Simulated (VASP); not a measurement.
Wanted: the native input for a VASP 6.6.1 run.

| Property | Result |
| --- | --- |
| Task | single point |
| Functional | PBE |
| Potentials or basis | VASP PAW PBE potentials, release 64 (Cs_sv, I) |
| Cutoff | 500 eV |
| k mesh | 4 × 4 × 4 |
| Occupations | gaussian, width 0.01 eV |
| Spin | no spin polarisation |
| Dipole correction | no |
| Further INCAR settings | ALGO = Normal; EDIFF = 1e-06; NBANDS = 15 |

The structure of CsI lies in POSCAR:

```
CsI
1.0
    4.5707619286      0.0000000000      0.0000000000
    0.0000000000      4.5707619286      0.0000000000
    0.0000000000      0.0000000000      4.5707619286
Cs I
1 1
Direct
    0.0000000000      0.0000000000      0.0000000000
    0.5000000000      0.5000000000      0.5000000000
```

These files were run (other wordings do the same):

INCAR

```
SYSTEM = CsI
  ALGO = Normal
  EDIFF = 1E-6
  ENCUT = 500
  GGA = PE
  GGA_COMPAT = .False.
  ISIF = 2
  ISMEAR = 0
  LASPH = .True.
  LCHARG = .False.
  LREAL = .False.
  LWAVE = .False.
  NBANDS = 15
  NELM = 120
  PREC = Accurate
  SIGMA = 0.01
```

KPOINTS

```
k-points
0
Gamma
  4 4 4
  0 0 0
```

Potentials or basis: VASP PAW PBE potentials, release 64 (Cs_sv, I).

Run with:

```sh
$ cat potpaw_PBE.64/Cs_sv/POTCAR potpaw_PBE.64/I/POTCAR > POTCAR
$ mpirun -np 1 vasp_std > vasp.out
```

It gave:

| Quantity | Value |
| --- | --- |
| Pressure | 0.8 GPa |
| Band gap on the k mesh | 3.87 eV (least direct gap 3.95 eV) |

Caveat: spin-orbit coupling is left out, which moves the levels of the heavy elements.

Wall time 21 s on 1 thread of Intel Xeon 8259CL (shared host), peak memory 0.2 GiB.
